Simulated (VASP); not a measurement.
# BaTiO3 (R3m) in VASP: notebook, part 2 of 3

VASP 6.6.1.

## Step 3: Electric field gradients, PBE (12.97 Å³/atom)

This run uses another cell than the first one, of 12.97 Å³/atom.

INCAR reads:

```
  PREC = Accurate
  ENCUT = 520
  EDIFF = 1E-8
  ISMEAR = -1
  SIGMA = 0.05
  LREAL = F
  LASPH = T
  NELM = 80
  ALGO = Normal
  ISIF = 2
  LWAVE = F
  LCHARG = F
  GGA = PE
  LEFG = T
  NBANDS = 28
```

KPOINTS reads:

```
Automatic mesh
0
Gamma
  9 9 9
```

POSCAR reads:

```
BaTiO3
1.0
    2.8370624729      1.6379787824      2.3254317696
   -2.8370624729      1.6379787824      2.3254317696
    0.0000000000     -3.2759575648      2.3254317696
Ba Ti O
1 1 3
Direct
    0.0000000000      0.0000000000      0.0000000000
    0.5140000000      0.5140000000      0.5140000000
    0.4916000000      0.4916000000      0.9815000000
    0.4916000000      0.9815000000      0.4916000000
    0.9815000000      0.4916000000      0.4916000000
```

Potentials or basis: VASP PAW PBE potentials, release 64 (Ba_sv, Ti_sv, O).

Launch:

```
> cat potpaw_PBE.64/Ba_sv/POTCAR potpaw_PBE.64/Ti_sv/POTCAR potpaw_PBE.64/O/POTCAR > POTCAR
> mpirun -np 1 vasp_std > vasp.out
```

OUTCAR:

```text
PREC = Accurate
   ENCUT = 520
   EDIFF = 1E-8
   ISMEAR = -1
   LREAL = F
   LASPH = T
   NELM = 80
   ISIF = 2
   GGA = PE

 ion  position               nearest neighbor table
   1  0.000  0.000  0.000-   3 2.80   4 2.80   5 2.80   5 2.84   4 2.84   4 2.84   5 2.84   3 2.84
                             3 2.84   3 2.89   4 2.89   5 2.89   2 3.39   2 3.44   2 3.44   2 3.44
   2  0.514  0.514  0.514-   3 1.88   4 1.88   5 1.88   3 2.14   4 2.14   5 2.14   1 3.39   1 3.44
                             1 3.44   1 3.44   1 3.51   1 3.51   1 3.51   1 3.59
   3  0.492  0.492  0.981-   2 1.88   2 2.14   1 2.80   1 2.84   1 2.84   1 2.89
   4  0.492  0.981  0.492-   2 1.88   2 2.14   1 2.80   1 2.84   1 2.84   1 2.89
   5  0.981  0.492  0.492-   2 1.88   2 2.14   1 2.80   1 2.84   1 2.84   1 2.89

  LATTYP: Found a trigonal (rhomboedric) cell.
 ALAT       =     4.0174035000
 COS(alpha) =     0.0025827226

  Lattice vectors:

 A1 = (   2.8370624729,   1.6379787824,   2.3254317696)
 A2 = (  -2.8370624729,   1.6379787824,   2.3254317696)
 A3 = (   0.0000000000,  -3.2759575648,   2.3254317696)

Analysis of symmetry for initial positions (statically):
=====================================================================
 Subroutine PRICEL returns:
 Original cell was already a primitive cell.

 Routine SETGRP: Setting up the symmetry group for a
 trigonal (rhombohedral) supercell.

 Subroutine GETGRP returns: Found  6 space group operations
 (whereof  6 operations were pure point group operations)
 out of a pool of 12 trial point group operations.

The static configuration has the point symmetry C_3v.

Analysis of symmetry for dynamics (positions and initial velocities):
=====================================================================
 Subroutine PRICEL returns:
[... 922 lines left out ...]
  Total        2.0567455      2.0567455      1.9634678      0.0000000      0.0000000      0.0000000
  in kB       50.8228617     50.8228617     48.5179400      0.0000000      0.0000000      0.0000000
  external PRESSURE =      50.0545544 kB  Pullay stress =       0.0000000 kB

 VOLUME and BASIS-vectors are now :
 -----------------------------------------------------------------------------
  energy-cutoff  :      520.00
  volume of cell :       64.84
      direct lattice vectors                 reciprocal lattice vectors
     2.837062473  1.637978782  2.325431770     0.176238629  0.101751420  0.143342556
    -2.837062473  1.637978782  2.325431770    -0.176238629  0.101751420  0.143342556
     0.000000000 -3.275957565  2.325431770     0.000000000 -0.203502840  0.143342556

 POSITION                                       TOTAL-FORCE (eV/Angst)
 -----------------------------------------------------------------------------------
      0.00000      0.00000      0.00000         0.000000     -0.000000      0.078881
      0.00000      0.00000      3.58582         0.000000      0.000000     -0.032917
      0.00000     -1.60489      4.56878         0.000000     -0.146115     -0.015321
     -1.38988      0.80245      4.56878        -0.126539      0.073057     -0.015321
      1.38988      0.80245      4.56878         0.126539      0.073057     -0.015321
 -----------------------------------------------------------------------------------
    total drift:                               -0.000000      0.000004     -0.001077

  FREE ENERGIE OF THE ION-ELECTRON SYSTEM (eV)
  ---------------------------------------------------
  free  energy   TOTEN  =       -40.0140332413 eV

  energy  without entropy=      -40.0140332413  energy(sigma->0) =      -40.01403324

 Electric field gradients (V/A^2)
---------------------------------------------------------------------
 ion       V_xx      V_yy      V_zz      V_xy      V_xz      V_yz
---------------------------------------------------------------------
   1      -1.750    -1.750     3.501     0.000    -0.000     0.000
   2      -5.102    -5.102    10.205    -0.000    -0.000    -0.000
   3     -11.067     9.478     1.589    -0.000     0.000   -15.123
   4       4.342    -5.931     1.589    -8.896   -13.097     7.562
   5       4.342    -5.931     1.589     8.896    13.097     7.562
---------------------------------------------------------------------

 Electric field gradients after diagonalization (V/A^2)
 (convention: |V_zz| > |V_xx| > |V_yy|)
----------------------------------------------------------------------
 ion       V_xx      V_yy      V_zz     asymmetry (V_yy - V_xx)/ V_zz
----------------------------------------------------------------------
   1      -1.750    -1.750     3.501       0.000
   2      -5.102    -5.102    10.205       0.000
   3     -11.067   -10.096    21.163       0.046
   4     -11.067   -10.096    21.163       0.046
   5     -11.067   -10.096    21.163       0.046
----------------------------------------------------------------------

           NMR quadrupolar parameters

 Cq : quadrupolar parameter    Cq=e*Q*V_zz/h
 eta: asymmetry parameters     (V_yy - V_xx)/ V_zz
 Q  : nuclear electric quadrupole moment in mb (millibarn)
----------------------------------------------------------------------
 ion       Cq(MHz)       eta       Q (mb)
----------------------------------------------------------------------
   1       0.008       0.000       1.000
   2       0.025       0.000       1.000
   3       0.051       0.046       1.000
   4       0.051       0.046       1.000
   5       0.051       0.046       1.000
----------------------------------------------------------------------
```

stdout:

```text
POSCAR found type information on POSCAR BaTiO
 POSCAR found :  3 types and       5 ions
 scaLAPACK will be used
 LDA part: xc-table for (Slater+PW92), standard interpolation
 POSCAR, INCAR and KPOINTS ok, starting setup
 FFT: planning ... GRIDC
 FFT: planning ... GRID_SOFT
 FFT: planning ... GRID
 WAVECAR not read
 entering main loop
ion   1

ion   2

ion   3

ion   4
     0.0000293     1.4630784    -1.3643273    -0.5449222     2.3630842    -0.8447087
     0.0000403     1.4630784    -1.3643273    -0.5449222     2.3630842    -0.8447087
     0.0000555     1.4630784    -1.3643273    -0.5449222     2.3630842    -0.8447087
     0.0000765     1.4630783    -1.3643272    -0.5449222     2.3630841    -0.8447087

     0.0000293     6.5023111    -5.7008705    -1.4313263     9.8741973    -3.7541110
     0.0000403     6.5023098    -5.7008694    -1.4313260     9.8741954    -3.7541103
     0.0000555     6.5023076    -5.7008675    -1.4313257     9.8741922    -3.7541090
     0.0000765     6.5023040    -5.7008643    -1.4313250     9.8741867    -3.7541069

ion   5
     0.0000293    -1.4630784    -1.3643273    -0.5449222    -2.3630842    -0.8447087
     0.0000403    -1.4630784    -1.3643273    -0.5449222    -2.3630842    -0.8447087
     0.0000555    -1.4630784    -1.3643273    -0.5449222    -2.3630842    -0.8447087
     0.0000765    -1.4630783    -1.3643272    -0.5449222    -2.3630841    -0.8447087

     0.0000293    -6.5023111    -5.7008705    -1.4313263    -9.8741973    -3.7541110
     0.0000403    -6.5023098    -5.7008694    -1.4313260    -9.8741954    -3.7541103
     0.0000555    -6.5023076    -5.7008675    -1.4313257    -9.8741922    -3.7541090
     0.0000765    -6.5023040    -5.7008643    -1.4313250    -9.8741867    -3.7541069
```

Run time: 4.2 min. Hardware: 1 thread of Intel Xeon 8259CL, shared host; peak memory 0.28 GiB.

What came out:

```
Free energy                             : -40.0140 eV
Pressure                                : 5.0 GPa
Largest force                           : 0.147 eV/Å
Band gap on the k mesh                  : 2.36 eV (least direct gap 2.72 eV)
Largest electric field gradient by atom : Ba +3.5; Ti +10.2; O +21.2 V/Å²
```

Forces in eV/Å, atoms in the order of the input:
```
Ba   0.000  0.000  0.079
Ti   0.000  0.000 -0.033
O    0.000 -0.146 -0.015
O   -0.127  0.073 -0.015
O    0.127  0.073 -0.015
```

Stress tensor (GPa, compression positive):
```
5.08 0.00 0.00
0.00 5.08 0.00
0.00 0.00 4.85
```

Electric field gradients, principal values (V/Å²):
| atom | least | middle | greatest (by size) |
| --- | --- | --- | --- |
| 1 Ba | -1.750 | -1.750 | 3.501 |
| 2 Ti | -5.102 | -5.102 | 10.205 |
| 3 O | -10.096 | -11.067 | 21.163 |
| 4 O | -10.096 | -11.067 | 21.163 |
| 5 O | -10.096 | -11.067 | 21.163 |

Caveat: the cell stands under pressure; without QUAD_EFG the Cq values of the log hold for a quadrupole moment of 1 mb, not for the nuclei; spin-orbit coupling is left out, which moves the levels of the heavy elements.

## Step 4: Electric field gradients, PBE (12.97 Å³/atom)

This run uses another cell than the first one, of 12.97 Å³/atom.

INCAR reads:

```
SYSTEM = BaTiO3
PREC     = Accurate       ! precision mode
ENCUT    = 520            ! plane-wave cutoff, eV
EDIFF    = 1E-8           ! SCF threshold, eV
ISMEAR   = -1             ! smearing method
SIGMA    = 0.05           ! smearing width, eV
LREAL    = .FALSE.        ! projectors in reciprocal space
LASPH    = .TRUE.         ! aspherical terms in the spheres
NELM     = 80             ! most SCF steps
ALGO     = Normal         ! electronic algorithm
ISIF     = 2              ! what is computed and relaxed
LWAVE    = .FALSE.        ! write WAVECAR
LCHARG   = .FALSE.        ! write CHGCAR
GGA      = PE             ! functional
LEFG     = .TRUE.       
NBANDS   = 28             ! bands
```

KPOINTS reads:

```
regular mesh
0
G
  9 9 9
  0 0 0
```

POSCAR is that of step 3.

Potentials or basis: VASP PAW PBE potentials, release 64 (Ba_sv, Ti_sv, O).

Launch:

```
> cat potpaw_PBE.64/Ba_sv/POTCAR potpaw_PBE.64/Ti_sv/POTCAR potpaw_PBE.64/O/POTCAR > POTCAR
> mpirun -np 1 vasp_std > vasp.out
```

OUTCAR:

```text
SYSTEM = BaTiO3
   PREC = Accurate
   ENCUT = 520
   EDIFF = 1E-8
   ISMEAR = -1
   LREAL = .FALSE.
   LASPH = .TRUE.
   NELM = 80
   ISIF = 2
   GGA = PE

 ion  position               nearest neighbor table
   1  0.000  0.000  0.000-   3 2.80   4 2.80   5 2.80   5 2.84   4 2.84   4 2.84   5 2.84   3 2.84
                             3 2.84   3 2.89   4 2.89   5 2.89   2 3.39   2 3.44   2 3.44   2 3.44
   2  0.514  0.514  0.514-   3 1.88   4 1.88   5 1.88   3 2.14   4 2.14   5 2.14   1 3.39   1 3.44
                             1 3.44   1 3.44   1 3.51   1 3.51   1 3.51   1 3.59
   3  0.492  0.492  0.981-   2 1.88   2 2.14   1 2.80   1 2.84   1 2.84   1 2.89
   4  0.492  0.981  0.492-   2 1.88   2 2.14   1 2.80   1 2.84   1 2.84   1 2.89
   5  0.981  0.492  0.492-   2 1.88   2 2.14   1 2.80   1 2.84   1 2.84   1 2.89

  LATTYP: Found a trigonal (rhomboedric) cell.
 ALAT       =     4.0174035000
 COS(alpha) =     0.0025827226

  Lattice vectors:

 A1 = (   2.8370624729,   1.6379787824,   2.3254317696)
 A2 = (  -2.8370624729,   1.6379787824,   2.3254317696)
 A3 = (   0.0000000000,  -3.2759575648,   2.3254317696)

[... 958 lines left out ...]
      1.38988      0.80245      4.56878         0.126539      0.073057     -0.015321
 -----------------------------------------------------------------------------------
    total drift:                               -0.000000      0.000004     -0.001077

  FREE ENERGIE OF THE ION-ELECTRON SYSTEM (eV)
  ---------------------------------------------------
  free  energy   TOTEN  =       -40.0140332413 eV

  energy  without entropy=      -40.0140332413  energy(sigma->0) =      -40.01403324

 Electric field gradients (V/A^2)
---------------------------------------------------------------------
 ion       V_xx      V_yy      V_zz      V_xy      V_xz      V_yz
---------------------------------------------------------------------
   1      -1.750    -1.750     3.501     0.000    -0.000     0.000
   2      -5.102    -5.102    10.205    -0.000    -0.000    -0.000
   3     -11.067     9.478     1.589    -0.000     0.000   -15.123
   4       4.342    -5.931     1.589    -8.896   -13.097     7.562
   5       4.342    -5.931     1.589     8.896    13.097     7.562
---------------------------------------------------------------------

 Electric field gradients after diagonalization (V/A^2)
 (convention: |V_zz| > |V_xx| > |V_yy|)
----------------------------------------------------------------------
 ion       V_xx      V_yy      V_zz     asymmetry (V_yy - V_xx)/ V_zz
----------------------------------------------------------------------
   1      -1.750    -1.750     3.501       0.000
   2      -5.102    -5.102    10.205       0.000
   3     -11.067   -10.096    21.163       0.046
   4     -11.067   -10.096    21.163       0.046
   5     -11.067   -10.096    21.163       0.046
----------------------------------------------------------------------

           NMR quadrupolar parameters

 Cq : quadrupolar parameter    Cq=e*Q*V_zz/h
 eta: asymmetry parameters     (V_yy - V_xx)/ V_zz
 Q  : nuclear electric quadrupole moment in mb (millibarn)
----------------------------------------------------------------------
 ion       Cq(MHz)       eta       Q (mb)
----------------------------------------------------------------------
   1       0.008       0.000       1.000
   2       0.025       0.000       1.000
   3       0.051       0.046       1.000
   4       0.051       0.046       1.000
   5       0.051       0.046       1.000
----------------------------------------------------------------------
```

OSZICAR:

```text
N       E                     dE             d eps       ncg     rms          rms(c)
DAV:   1     0.438816450878E+03    0.43882E+03   -0.20827E+04  4760   0.155E+03
DAV:   2    -0.200565977105E+01   -0.44082E+03   -0.42032E+03  5380   0.429E+02
DAV:   3    -0.483258349875E+02   -0.46320E+02   -0.45827E+02  6568   0.136E+02
[... 11 lines left out ...]
DAV:  15    -0.400140333131E+02   -0.19335E-06   -0.42568E-06  6336   0.151E-02    0.300E-03
DAV:  16    -0.400140332242E+02    0.88920E-07   -0.63069E-07  5504   0.789E-03    0.851E-04
DAV:  17    -0.400140332858E+02   -0.61591E-07   -0.52065E-08  5708   0.218E-03    0.899E-04
DAV:  18    -0.400140332399E+02    0.45866E-07   -0.29695E-08  4528   0.188E-03    0.292E-04
DAV:  19    -0.400140332413E+02   -0.13765E-08   -0.53592E-09  3164   0.512E-04
   1 F= -.40014033E+02 E0= -.40014033E+02  d E =-.976102E-11
```

stdout:

```text
POSCAR found type information on POSCAR BaTiO
 POSCAR found :  3 types and       5 ions
 scaLAPACK will be used
 LDA part: xc-table for (Slater+PW92), standard interpolation
 POSCAR, INCAR and KPOINTS ok, starting setup
 FFT: planning ... GRIDC
 FFT: planning ... GRID_SOFT
 FFT: planning ... GRID
 WAVECAR not read
 entering main loop
ion   1

ion   2

ion   3

ion   4
     0.0000293     1.4630784    -1.3643273    -0.5449222     2.3630842    -0.8447087
     0.0000403     1.4630784    -1.3643273    -0.5449222     2.3630842    -0.8447087
     0.0000555     1.4630784    -1.3643273    -0.5449222     2.3630842    -0.8447087
     0.0000765     1.4630783    -1.3643272    -0.5449222     2.3630841    -0.8447087

     0.0000293     6.5023111    -5.7008705    -1.4313263     9.8741973    -3.7541110
     0.0000403     6.5023098    -5.7008694    -1.4313260     9.8741954    -3.7541103
     0.0000555     6.5023076    -5.7008675    -1.4313257     9.8741922    -3.7541090
     0.0000765     6.5023040    -5.7008643    -1.4313250     9.8741867    -3.7541069

ion   5
     0.0000293    -1.4630784    -1.3643273    -0.5449222    -2.3630842    -0.8447087
     0.0000403    -1.4630784    -1.3643273    -0.5449222    -2.3630842    -0.8447087
     0.0000555    -1.4630784    -1.3643273    -0.5449222    -2.3630842    -0.8447087
     0.0000765    -1.4630783    -1.3643272    -0.5449222    -2.3630841    -0.8447087

     0.0000293    -6.5023111    -5.7008705    -1.4313263    -9.8741973    -3.7541110
     0.0000403    -6.5023098    -5.7008694    -1.4313260    -9.8741954    -3.7541103
     0.0000555    -6.5023076    -5.7008675    -1.4313257    -9.8741922    -3.7541090
     0.0000765    -6.5023040    -5.7008643    -1.4313250    -9.8741867    -3.7541069
```

Wall time 4.1 min (1 thread of Intel Xeon 8259CL, shared host); peak memory 0.28 GiB.

What came out:

- Free energy: -40.0140 eV
- Pressure: 5.0 GPa
- Largest force: 0.147 eV/Å
- Band gap on the k mesh: 2.36 eV (least direct gap 2.72 eV)
- Largest electric field gradient by atom: Ba +3.5; Ti +10.2; O +21.2 V/Å²

Forces on the atoms (eV/Å):
```
Ba   0.000  0.000  0.079
Ti   0.000  0.000 -0.033
O    0.000 -0.146 -0.015
O   -0.127  0.073 -0.015
O    0.127  0.073 -0.015
```

Levels at points of the mesh, in eV from the valence-band top:
| k point | band 16 | band 17 | band 18 | band 19 | band 20 | band 21 | band 22 | band 23 | band 24 | band 25 |
| --- | --- | --- | --- | --- | --- | --- | --- | --- | --- | --- |
| (0.00, 0.00, 0.00) | -1.25 | -1.02 | -0.49 | -0.36 | -0.36 | 2.36 | 2.36 | 2.48 | 4.43 | 4.43 |

Electric field gradients, principal values (V/Å²):
| atom | least | middle | greatest (by size) |
| --- | --- | --- | --- |
| 1 Ba | -1.750 | -1.750 | 3.501 |
| 2 Ti | -5.102 | -5.102 | 10.205 |
| 3 O | -10.096 | -11.067 | 21.163 |
| 4 O | -10.096 | -11.067 | 21.163 |
| 5 O | -10.096 | -11.067 | 21.163 |

Caveat: the cell stands under pressure; without QUAD_EFG the Cq values of the log hold for a quadrupole moment of 1 mb, not for the nuclei; spin-orbit coupling is left out, which moves the levels of the heavy elements.

[end of part 2 of 3]
